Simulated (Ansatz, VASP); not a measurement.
**KGe2Rh2 in VASP and in Ansatz**

```
CELL_PARAMETERS angstrom
0.00000 4.32454 0.00000
4.32454 0.00000 0.00000
2.16227 2.16227 -6.21342
ATOMIC_POSITIONS crystal
Rh 0.75000 0.25000 0.50000
Rh 0.25000 0.75000 0.50000
K 0.00000 0.00000 0.00000
Ge 0.31900 0.31900 0.36200
Ge 0.68100 0.68100 0.63800
```

Alike in both runs: task single point; functional PBE; k mesh 8 × 8 × 8; occupations fermi-dirac, width 0.065 eV; no spin polarisation.

```csv
,VASP,Ansatz
version,VASP 6.6.1,Ansatz 0.2.0
potentials or method,"VASP PAW PBE potentials, release 64 (Rh_pv, K_sv, Ge_d), cutoff 520 eV",PAW plane waves
valence electrons in the cell,67,71
```

|  | VASP | Ansatz | Ansatz less VASP |
| --- | --- | --- | --- |
| pressure (GPa) | 8.8 | 8.6 | -0.18 |
| traceless stress, the component that is largest in VASP (GPa) | -4.10 | -3.99 | +0.114 |
| rms of the force components (eV/Å) | 0.917 | 0.904 | -0.0131 |

Atom by atom the forces differ by 0.013 eV/Å (rms over components). The functional is the same, so the differences come from potentials, cutoffs and numerics. VASP's potentials hold 67 valence electrons a cell and Ansatz's 71, so a difference there can come from the potentials and not from the codes.
